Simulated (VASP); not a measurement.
Set up this calculation in VASP 6.6.1, as the native input.

* Task: single point
* Functional: PBE
* Potentials or basis: VASP PAW PBE potentials, release 64 (Be)
* Cutoff: 520 eV
* k mesh: 18 × 18 × 8
* Occupations: gaussian, width 0.1 eV
* Spin: no spin polarisation
* Dipole correction: no
* Further INCAR settings: ALGO = Fast; EDIFF = 1e-06; NBANDS = 15

The structure of Be lies in POSCAR:

```
Be
1.0
    4.9722647482     -1.0987054477      0.0005591156
    4.9722647482      1.0987054477      0.0005591156
   -2.3876063351      0.0000000000      4.7438598677
Be
6
Direct
    0.9721890225      0.9721890225      0.2783224786
    0.6190509623      0.6190509623      0.1206879809
    0.6792064736      0.6792064736      0.5795664707
    0.0278109775      0.0278109775      0.7216775214
    0.3809490377      0.3809490377      0.8793120191
    0.3207935264      0.3207935264      0.4204335293
```

These files were run (other wordings do the same):

INCAR

```
SYSTEM = Be
PREC     = Accurate       ! precision mode
ENCUT    = 520            ! plane-wave cutoff, eV
EDIFF    = 1E-6           ! SCF threshold, eV
ISMEAR   = 0              ! smearing method
SIGMA    = 0.1            ! smearing width, eV
LREAL    = .False.        ! projectors in reciprocal space
LASPH    = .True.         ! aspherical terms in the spheres
NELM     = 80             ! most SCF steps
ALGO     = Fast           ! electronic algorithm
ISIF     = 2              ! what is computed and relaxed
LWAVE    = .False.        ! write WAVECAR
LCHARG   = .True.         ! write CHGCAR
GGA      = PE             ! functional
LELF     = .True.         ! ELF
LVHAR    = .True.       
NBANDS   = 15             ! bands
```

KPOINTS

```
regular mesh
0
Gamma
  18 18 8
  0 0 0
```

Potentials or basis: VASP PAW PBE potentials, release 64 (Be).

Command:

```sh
$ cat potpaw_PBE.64/Be/POTCAR > POTCAR
$ mpirun -np 1 vasp_std > vasp.out
```

It gave:

The pressure is 0.1 GPa. The largest force is 0.006 eV/Å and the band gap on the k mesh is zero (bands 6 and 7 overlap by 4.61 eV).

Run time: 13 min on 1 thread of Intel(R) Xeon(R) Platinum 8259CL CPU @ 2.50GHz (Skylake/Cascade Lake), on a shared host, peak memory 0.54 GiB.
